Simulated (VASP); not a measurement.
# BN (F-43m) in VASP: notebook

The runs below take BN through single point, with PBE.

Everything below comes from runs of VASP 6.6.1. Logs are shortened: lines on timing, memory, paths and dates and some standing lists are left out, and cuts for length are marked.

## (1) The cell of the first run

It takes space group F-43m (No. 216, cubic). Conventional cell: a = 3.517 Å, b = 3.517 Å, c = 3.517 Å, α = 90.00°, β = 90.00°, γ = 90.00°. B (site symmetry -43m) has 4 N at 1.52 Å within 2.0 Å. Within 2.0 Å of N (site symmetry -43m) lie 4 B at 1.52 Å.

## (2) Single point, PBE

Input file INCAR:

```
SYSTEM = BN
ALGO     = Normal         ! electronic algorithm
EDIFF    = 1E-6           ! SCF threshold, eV
ENCUT    = 600            ! plane-wave cutoff, eV
GGA      = PE             ! functional
GGA_COMPAT= .False.      
ISIF     = 2              ! what is computed and relaxed
ISMEAR   = 0              ! smearing method
LASPH    = .True.         ! aspherical terms in the spheres
LCHARG   = .True.         ! write CHGCAR
LELF     = .True.         ! ELF
LREAL    = .False.        ! projectors in reciprocal space
LVHAR    = .True.       
LWAVE    = .False.        ! write WAVECAR
NBANDS   = 11             ! bands
NELM     = 120            ! most SCF steps
PREC     = Accurate       ! precision mode
SIGMA    = 0.01           ! smearing width, eV
```

Input file KPOINTS:

```
k-points
0
Gamma
  6 6 6
  0 0 0
```

Input file POSCAR:

```
BN
1.0
    0.0000000000      1.7584405978      1.7584405978
    1.7584405978      0.0000000000      1.7584405978
    1.7584405978      1.7584405978      0.0000000000
B N
1 1
Direct
    0.0000000000      0.0000000000      0.0000000000
    0.2500000000      0.2500000000      0.2500000000
```

Potentials or basis: VASP PAW PBE potentials, release 64 (B, N).

Run with:

```console
> cat potpaw_PBE.64/B/POTCAR potpaw_PBE.64/N/POTCAR > POTCAR
> mpirun -np 1 vasp_std > vasp.out
```

OUTCAR:

```text
SYSTEM = BN
   EDIFF = 1E-6
   ENCUT = 600
   GGA = PE
   ISIF = 2
   ISMEAR = 0
   LASPH = .True.
   LREAL = .False.
   NELM = 120
   PREC = Accurate

 ion  position               nearest neighbor table
   1  0.000  0.000  0.000-   2 1.52   2 1.52   2 1.52   2 1.52
   2  0.250  0.250  0.250-   1 1.52   1 1.52   1 1.52   1 1.52

  LATTYP: Found a face centered cubic cell.
 ALAT       =     3.5168811956

  Lattice vectors:

 A1 = (   0.0000000000,   1.7584405978,   1.7584405978)
 A2 = (   1.7584405978,   0.0000000000,   1.7584405978)
 A3 = (   1.7584405978,   1.7584405978,   0.0000000000)

Analysis of symmetry for initial positions (statically):
=====================================================================
 Subroutine PRICEL returns:
 Original cell was already a primitive cell.

 Routine SETGRP: Setting up the symmetry group for a
 face centered cubic supercell.

 Subroutine GETGRP returns: Found 24 space group operations
 (whereof 24 operations were pure point group operations)
 out of a pool of 48 trial point group operations.

The static configuration has the point symmetry T_d .

Analysis of symmetry for dynamics (positions and initial velocities):
=====================================================================
 Subroutine PRICEL returns:
 Original cell was already a primitive cell.

 Routine SETGRP: Setting up the symmetry group for a
 face centered cubic supercell.

 Subroutine GETGRP returns: Found 24 space group operations
 (whereof 24 operations were pure point group operations)
 out of a pool of 48 trial point group operations.

The dynamic configuration has the point symmetry T_d .

 Subroutine INISYM returns: Found 24 space group operations
 (whereof 24 operations are pure point group operations),
 and found     1 'primitive' translations

----------------------------------------------------------------------------------------

                                     Primitive cell

  volume of cell :      10.8746

  direct lattice vectors                    reciprocal lattice vectors
     0.000000000  1.758440598  1.758440598    -0.284342844  0.284342844  0.284342844
     1.758440598  0.000000000  1.758440598     0.284342844 -0.284342844  0.284342844
     1.758440598  1.758440598  0.000000000     0.284342844  0.284342844 -0.284342844

  length of vectors
     2.486810542  2.486810542  2.486810542     0.492496252  0.492496252  0.492496252

  position of ions in fractional coordinates (direct lattice)
     0.000000000  0.000000000  0.000000000
[... 76 lines left out ...]
   ISYM   =      2    0-nonsym 1-usesym 2-fastsym
   POTIM  = 0.5000    time-step for ionic-motion
   TEBEG  =    0.0;   TEEND  =   0.0 temperature during run
   PSTRESS=    0.0 pullay stress
   NELECT =       8.0000    total number of electrons
   NUPDOWN=      -1.0000    fix difference up-down
   EMIN   =  10.00;   EMAX   =-10.00  energy-range for DOS
   EFERMI =   0.00;   METHOD = LEGACY
   ISMEAR =     0;   SIGMA  =   0.01  broadening in eV -4-tet -1-fermi 0-gaus
   EFERMI_NEDOS =   21; number of points for ismear=-14 and -15
   IALGO  =     38    algorithm
   IMIX   =      4    mixing-type and parameters
     AMIX     =   0.40;   BMIX     =  1.00
     AMIX_MAG =   1.60;   BMIX_MAG =  1.00
  volume/ion in A,a.u.               =       5.44        36.69
  Fermi-wavevector in a.u.,A,eV,Ry     =   1.477862  2.792754 29.716147  2.184075
  Thomas-Fermi vector in A             =   2.592214
   LORBIT       =      0    0 simple, 1 ext, 2 COOP (PROOUT), +10 PAW based schemes
   GGA     = PE    functional components
   LHFCALC =     F    Hartree Fock is set to
   AEXX    =    0.0000 exact exchange contribution
   IVDW    =     0    specifies the selected vdW correction
   LEPSILON=     F    determine dielectric tensor
   LRPA    =     F    only Hartree local field effects (RPA)
 non-spin polarized calculation
 Gauss-broadening in eV      SIGMA  =   0.01
  energy-cutoff  :      600.00
  volume of cell :       10.87
 maximum number of plane-waves:       375
   NGX =  9   NGY =  9   NGZ =  9

 number of electron       8.0000000 magnetization

 Free energy of the ion-electron system (eV)
  ---------------------------------------------------
  ext. energy  EPLUGINS =         0.00000000
  ---------------------------------------------------
  free energy    TOTEN  =       -17.32720934 eV

  energy without entropy =      -17.32720934  energy(sigma->0) =      -17.32720934

 E-fermi :   8.5097     XC(G=0): -13.2338

 val. band max:        8.4575028719   @ k =   0.0000   0.0000   0.0000
 cond. band min:      12.9975319509   @ k =   0.5000   0.5000   0.0000
 fundamental gap:      4.5400290790
 Fermi energy:         8.5097172554

 k-point     1 :       0.0000    0.0000    0.0000
  band No.  band energies     occupation
      1     -12.7450      2.00000
      2       8.4575      2.00000
      3       8.4575      2.00000
      4       8.4575      2.00000
      5      17.6689      0.00000
      6      17.6689      0.00000
      7      17.6689      0.00000
      8      20.1831      0.00000
      9      34.7940      0.00000
     10      37.2505      0.00000
     11      37.2505      0.00000
[... 197 lines left out ...]
 k-point    16 :      -0.3333    0.5000    0.1667
  band No.  band energies     occupation
      1      -6.3655      2.00000
      2      -0.2432      2.00000
      3       1.7438      2.00000
      4       1.7664      2.00000
      5      16.5278      0.00000
      6      21.1160      0.00000
      7      24.6280      0.00000
      8      26.4501      0.00000
      9      29.3266      0.00000
     10      35.9065      0.00000
     11      39.9893      0.00000

------------------------ aborting loop because EDIFF is reached ----------------------------------------

  FORCE on cell =-STRESS in cart. coord.  units (eV):
  Direction    XX          YY          ZZ          XY          YZ          ZX
  --------------------------------------------------------------------------------------
  -------------------------------------------------------------------------------------
  Total        2.7159099      2.7159099      2.7159099     -0.0000000      0.0000000     -0.0000000
  in kB      400.1408099    400.1408099    400.1408099     -0.0000000      0.0000000     -0.0000000
  external PRESSURE =     400.1408099 kB  Pullay stress =       0.0000000 kB

 VOLUME and BASIS-vectors are now :
 -----------------------------------------------------------------------------
  energy-cutoff  :      600.00
  volume of cell :       10.87
      direct lattice vectors                 reciprocal lattice vectors
     0.000000000  1.758440598  1.758440598    -0.284342844  0.284342844  0.284342844
     1.758440598  0.000000000  1.758440598     0.284342844 -0.284342844  0.284342844
     1.758440598  1.758440598  0.000000000     0.284342844  0.284342844 -0.284342844

 POSITION                                       TOTAL-FORCE (eV/Angst)
 -----------------------------------------------------------------------------------
      0.00000      0.00000      0.00000        -0.000000     -0.000000     -0.000000
      0.87922      0.87922      0.87922         0.000000      0.000000      0.000000
 -----------------------------------------------------------------------------------
    total drift:                                0.000000      0.000000      0.000000

  FREE ENERGIE OF THE ION-ELECTRON SYSTEM (eV)
  ---------------------------------------------------
  free  energy   TOTEN  =       -17.3272093373 eV

  energy  without entropy=      -17.3272093373  energy(sigma->0) =      -17.32720934
```

OSZICAR:

```text
N       E                     dE             d eps       ncg     rms          rms(c)
DAV:   1     0.155247500142E+02    0.15525E+02   -0.52621E+03   360   0.814E+02
DAV:   2    -0.178539164859E+02   -0.33379E+02   -0.31837E+02   438   0.193E+02
DAV:   3    -0.184345434493E+02   -0.58063E+00   -0.57966E+00   421   0.210E+01
DAV:   4    -0.184352149800E+02   -0.67153E-03   -0.67152E-03   385   0.813E-01
DAV:   5    -0.184352154903E+02   -0.51029E-06   -0.51032E-06   403   0.229E-02    0.719E+00
DAV:   6    -0.174449958890E+02    0.99022E+00   -0.28376E+00   376   0.107E+01    0.356E+00
DAV:   7    -0.173434229448E+02    0.10157E+00   -0.14781E-01   411   0.313E+00    0.202E+00
DAV:   8    -0.173268784267E+02    0.16545E-01   -0.39254E-02   391   0.148E+00    0.241E-01
DAV:   9    -0.173271275895E+02   -0.24916E-03   -0.83036E-04   364   0.269E-01    0.907E-02
DAV:  10    -0.173272049572E+02   -0.77368E-04   -0.10947E-04   373   0.942E-02    0.164E-02
DAV:  11    -0.173272092871E+02   -0.43299E-05   -0.67888E-06   422   0.225E-02    0.104E-02
DAV:  12    -0.173272093373E+02   -0.50209E-07   -0.11372E-06   209   0.811E-03
   1 F= -.17327209E+02 E0= -.17327209E+02  d E =-.113113E-15
```

Run time: 3.3 s. Hardware: 1 thread of Intel Xeon 8259CL, shared host; peak memory 0.12 GiB.

What came out:

```
Free energy            : -17.3272 eV
Pressure               : 40.0 GPa
Band gap on the k mesh : 4.54 eV, indirect (least direct gap 9.21 eV)
```

Caveat: the k points lie up to 0.52 Å⁻¹ apart.

## (3) Single point, PBE

This run uses another cell than the first one, of 5.67 Å³/atom, 1.043 times its volume.

Input file INCAR:

```
SYSTEM = BN
PREC = Accurate ; ENCUT = 600
EDIFF = 1E-6 ; ISMEAR = 0
SIGMA = 0.01 ; LREAL = .FALSE.
LASPH = .TRUE. ; NELM = 120
ALGO = Normal ; ISIF = 2
LWAVE = .FALSE. ; LCHARG = .FALSE.
GGA = PE ; NBANDS = 11
GGA_COMPAT = .FALSE.
```

Input file KPOINTS:

```
regular mesh
0
G
  6 6 6
  0 0 0
```

Input file POSCAR:

```
BN
1.0
    0.0000000000      1.7835645722      1.7835645722
    1.7835645722      0.0000000000      1.7835645722
    1.7835645722      1.7835645722      0.0000000000
B N
1 1
Direct
    0.0000000000      0.0000000000      0.0000000000
    0.2500000000      0.2500000000      0.2500000000
```

Potentials or basis: VASP PAW PBE potentials, release 64 (B, N).

Run with:

```console
> cat potpaw_PBE.64/B/POTCAR potpaw_PBE.64/N/POTCAR > POTCAR
> mpirun -np 1 vasp_std > vasp.out
```

OUTCAR:

```text
SYSTEM = BN
   PREC = Accurate
   ENCUT = 600
   EDIFF = 1E-6
   ISMEAR = 0
   LREAL = .FALSE.
   LASPH = .TRUE.
   NELM = 120
   ISIF = 2
   GGA = PE

 ion  position               nearest neighbor table
   1  0.000  0.000  0.000-   2 1.54   2 1.54   2 1.54   2 1.54
   2  0.250  0.250  0.250-   1 1.54   1 1.54   1 1.54   1 1.54

  LATTYP: Found a face centered cubic cell.
 ALAT       =     3.5671291444

  Lattice vectors:

 A1 = (   0.0000000000,   1.7835645722,   1.7835645722)
[... 398 lines left out ...]

------------------------ aborting loop because EDIFF is reached ----------------------------------------

  FORCE on cell =-STRESS in cart. coord.  units (eV):
  Direction    XX          YY          ZZ          XY          YZ          ZX
  --------------------------------------------------------------------------------------
  -------------------------------------------------------------------------------------
  Total        1.3906667      1.3906667      1.3906667     -0.0000000      0.0000000      0.0000000
  in kB      196.3528113    196.3528113    196.3528113     -0.0000000      0.0000000      0.0000000
  external PRESSURE =     196.3528113 kB  Pullay stress =       0.0000000 kB

 VOLUME and BASIS-vectors are now :
 -----------------------------------------------------------------------------
  energy-cutoff  :      600.00
  volume of cell :       11.35
      direct lattice vectors                 reciprocal lattice vectors
     0.000000000  1.783564572  1.783564572    -0.280337481  0.280337481  0.280337481
     1.783564572  0.000000000  1.783564572     0.280337481 -0.280337481  0.280337481
     1.783564572  1.783564572  0.000000000     0.280337481  0.280337481 -0.280337481

 POSITION                                       TOTAL-FORCE (eV/Angst)
 -----------------------------------------------------------------------------------
      0.00000      0.00000      0.00000         0.000000      0.000000      0.000000
      0.89178      0.89178      0.89178        -0.000000     -0.000000     -0.000000
 -----------------------------------------------------------------------------------
    total drift:                                0.000000      0.000000      0.000000

  FREE ENERGIE OF THE ION-ELECTRON SYSTEM (eV)
  ---------------------------------------------------
  free  energy   TOTEN  =       -17.4159647728 eV

  energy  without entropy=      -17.4159647728  energy(sigma->0) =      -17.41596477
```

It took 2.9 s on 1 thread of Intel Xeon 8259CL, shared host; peak memory 0.12 GiB.

What came out:

- Free energy: -17.4160 eV
- Pressure: 19.6 GPa
- Band gap on the k mesh: 4.50 eV, indirect (least direct gap 9.01 eV)

Caveat: the k points lie up to 0.51 Å⁻¹ apart.

## (4) Single point, PBE

This run uses another cell than the first one, of 5.91 Å³/atom, 1.087 times its volume.

Input file INCAR:

```
  ALGO = Normal
  EDIFF = 1E-6
  ENCUT = 600
  GGA = PE
  GGA_COMPAT = F
  ISIF = 2
  ISMEAR = 0
  LASPH = T
  LCHARG = T
  LELF = T
  LREAL = F
  LVHAR = T
  LWAVE = F
  NBANDS = 11
  NELM = 120
  PREC = Accurate
  SIGMA = 0.01
```

Input file KPOINTS:

```
k-points
0
Gamma
  8 8 8
```

Input file POSCAR:

```
BN
1.0
    0.0000000000      1.8080000000      1.8080000000
    1.8080000000      0.0000000000      1.8080000000
    1.8080000000      1.8080000000      0.0000000000
B N
1 1
Direct
    0.0000000000      0.0000000000      0.0000000000
    0.2500000000      0.2500000000      0.2500000000
```

Run with:

```console
> cat potpaw_PBE.64/B/POTCAR potpaw_PBE.64/N/POTCAR > POTCAR
> mpirun -np 1 vasp_std > vasp.out
```

It took 5.3 s on 1 thread of Intel Xeon 8259CL, shared host; peak memory 0.12 GiB.

The run converged. Its results:

| Property | Result |
| --- | --- |
| Free energy | -17.4533 eV |
| Pressure | 2.7 GPa |
| Band gap on the k mesh | 4.46 eV, indirect (least direct gap 8.82 eV) |

Levels at points of the mesh, in eV from the valence-band top:
| k point | band 1 | band 2 | band 3 | band 4 | band 5 | band 6 | band 7 | band 8 | band 9 |
| --- | --- | --- | --- | --- | --- | --- | --- | --- | --- |
| (0.00, 0.00, 0.00) | -20.22 | 0.00 | 0.00 | 0.00 | 8.82 | 8.82 | 8.82 | 10.34 | 24.74 |
| (0.50, 0.00, 0.00) | -16.01 | -10.68 | -1.94 | -1.94 | 10.13 | 10.70 | 10.70 | 15.25 | 23.44 |
| (0.50, 0.50, 0.00) | -14.64 | -8.91 | -4.90 | -4.90 | 4.46 | 9.23 | 17.91 | 17.91 | 20.77 |

A k mesh can miss the band edges.

## (5) Summary

| cell | k mesh | gap on the mesh (eV) | pressure (GPa) |
| --- | --- | --- | --- |
| a = 2.487 Å, angles 60.0°, 2 atoms | 6 × 6 × 6 | 4.54 | 40.0 |
| a = 2.522 Å, angles 60.0°, 2 atoms | 6 × 6 × 6 | 4.50 | 19.6 |
| a = 2.557 Å, angles 60.0°, 2 atoms | 8 × 8 × 8 | 4.46 | 2.7 |

Alike in all rows: task single point; level PBE; potentials or basis VASP PAW PBE potentials, release 64 (B, N); no spin polarisation; cutoff (eV) 600; smearing gaussian 0.01 eV.

Caveats: some runs use coarse meshes.

Absolute energies hang on the potentials; compare differences alone.
